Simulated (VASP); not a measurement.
Here is a VASP 6.6.1 calculation.

Contents of INCAR:

```
PREC = Accurate ; ENCUT = 520
EDIFF = 1E-7 ; ISMEAR = -1
SIGMA = 0.05 ; LREAL = F
LASPH = T ; NELM = 60
ALGO = Normal ; ISIF = 2
LWAVE = F ; LCHARG = F
GGA = PS ; NBANDS = 8
```

Contents of KPOINTS:

```
regular mesh
0
Gamma
  17 17 17
```

POSCAR

```
Al
1.0
   -1.4775718568      1.4775718568      1.4775718568
    1.4775718568     -1.4775718568      1.4775718568
    1.4775718568      1.4775718568     -1.4775718568
Al
1
Direct
    0.0000000000      0.0000000000      0.0000000000
```

Potentials or basis: VASP PAW PBE potentials, release 64 (Al).

Run with:

```sh
$ cat potpaw_PBE.64/Al/POTCAR > POTCAR
$ mpirun -np 1 vasp_std > vasp.out
```

(1) What does it give for the pressure?

Answers

(1) 31.4 GPa.

Caveat: the PAW data sets were made with another functional, which shifts forces and pressure a little.
